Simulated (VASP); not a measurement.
Write the native input for VASP 6.6.1 that does the following.

- Task: single point
- Functional: PBE0
- Potentials or basis: VASP PAW PBE potentials, release 64 (Cl, Na_pv)
- Cutoff: 520 eV
- k mesh: 4 × 4 × 4
- Occupations: fermi-dirac, width 0.05 eV
- Spin: no spin polarisation
- Dipole correction: no
- Grid for exact exchange (PRECFOCK): Normal
- Further INCAR settings: ALGO = Normal; EDIFF = 1e-06; NBANDS = 14

NaCl:

```xyz
2
Lattice="0.0000 2.8244 2.8244 2.8244 0.0000 2.8244 2.8244 2.8244 0.0000" Properties=species:S:1:pos:R:3 pbc="T T T"
Cl    2.8244    2.8244    2.8244
Na    0.0000    0.0000    0.0000
```

These files were run (other wordings do the same):

POSCAR

```
NaCl
1.0
    0.0000000000      2.8244192684      2.8244192684
    2.8244192684      0.0000000000      2.8244192684
    2.8244192684      2.8244192684      0.0000000000
Cl Na
1 1
Direct
    0.5000000000      0.5000000000      0.5000000000
    0.0000000000      0.0000000000      0.0000000000
```

INCAR.step1

```
PREC = Accurate
ENCUT = 520
EDIFF = 1E-5
ISMEAR = -1
SIGMA = 0.05
LREAL = False
LASPH = True
NELM = 80
ALGO = Normal
ISIF = 2
LWAVE = True
LCHARG = False
NBANDS = 14
GGA = PE
```

INCAR.step2

```
PREC = Accurate
ENCUT = 520
EDIFF = 1E-6
ISMEAR = -1
SIGMA = 0.05
LREAL = False
LASPH = True
NELM = 80
ALGO = Normal
ISIF = 2
LWAVE = False
LCHARG = False
GGA = PE
LHFCALC = True
AEXX = 0.25
PRECFOCK = Normal
NBANDS = 14
ISTART = 1
```

KPOINTS

```
regular mesh
0
Gamma
  4 4 4
```

Potentials or basis: VASP PAW PBE potentials, release 64 (Cl, Na_pv).

The run is started by

```console
$ cat potpaw_PBE.64/Cl/POTCAR potpaw_PBE.64/Na_pv/POTCAR > POTCAR
$ cp INCAR.step1 INCAR
$ mpirun -np 1 vasp_std > vasp.out
$ cp INCAR.step2 INCAR
$ mpirun -np 1 vasp_std > vasp.out
```

It gave:

* Pressure: 0.0 GPa
* Band gap on the k mesh: 7.20 eV, direct

Caveat: the k points lie up to 0.48 Å⁻¹ apart; the PAW data sets were made with another functional, which shifts forces and pressure a little.

Wall time 3.6 min on 1 thread of Oxide Virtual Turin-like Processor, with other jobs on the host, peak memory 0.13 GiB.
